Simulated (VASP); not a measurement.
A run of VASP 6.6.1 is set up as follows.

Contents of INCAR:

```
ALGO = Normal
EDIFF = 1E-7
EDIFFG = -0.01
ENCUT = 600
GGA = PE
IBRION = 2
ISIF = 3
ISMEAR = 0
LASPH = True
LCHARG = False
LREAL = False
LWAVE = False
NELM = 60
NSW = 100
PREC = Accurate
SIGMA = 0.1
```

File KPOINTS:

```
k-points
0
Gamma
  6 6 6
```

POSCAR

```
GeSe5
1.0
    3.6055033761      2.0816383448      3.4708762632
   -3.6055033761      2.0816383448      3.4708762632
    0.0000000000     -4.1632766895      3.4708762632
Ge Se
1 5
Direct
    0.5000000000      0.5000000000      0.5000000000
    0.5000000000      0.0000000000      0.5000000000
    0.5000000000      0.5000000000      0.0000000000
    0.0000000000      0.5000000000      0.5000000000
    0.1813801396      0.1813801396      0.1813801396
    0.8186198604      0.8186198604      0.8186198604
```

Potentials or basis: VASP PAW PBE potentials, release 64 (Ge_d, Se).

The run is started by

```bash
$ cat potpaw_PBE.64/Ge_d/POTCAR potpaw_PBE.64/Se/POTCAR > POTCAR
$ mpirun -np 1 vasp_std > vasp.out
```

(1) Predict the relaxed cell.

(2) What does it give for the relaxed volume?

Answers

(1) a = 5.372 Å, b = 5.372 Å, c = 5.372 Å, α = 83.27°, β = 83.27°, γ = 83.27°.

(2) 25.34 Å³/atom.
